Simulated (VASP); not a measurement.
Crystal: RbBr.

```xyz
2
Lattice="0.0000 3.8695 3.8695 3.8695 0.0000 3.8695 3.8695 3.8695 0.0000" Properties=species:S:1:pos:R:3 pbc="T T T"
Rb    0.0000    0.0000    0.0000
Br    1.9347    1.9347    1.9347
```

Base run:

| Item | Value |
| --- | --- |
| Program | VASP 6.6.1 |
| Functional | PBE |
| Potentials or basis | VASP PAW PBE potentials, release 64 (Rb_sv, Br) |
| Cutoff | 520 eV |
| k mesh | 4 × 4 × 4 |
| Occupations | gaussian, width 0.01 eV |
| Spin | no spin polarisation |

Its results: band gap on the k mesh 4.08 eV, indirect (least direct gap 4.16 eV); pressure 0.2 GPa.

Question: The run is repeated on the same cell with these changes: functional from PBE to r2SCAN; further incar settings from ALGO = Normal; EDIFF = 1e-07; NBANDS = 15 to ALGO = Normal; EDIFF = 1e-06; NBANDS = 15. What comes out?

Answer: Band gap on the k mesh 4.65 eV, indirect (least direct gap 4.73 eV); pressure 0.0 GPa.

Caveats: the PAW data sets were made with another functional, which shifts forces and pressure a little (some runs).

A k mesh can miss the band edges.
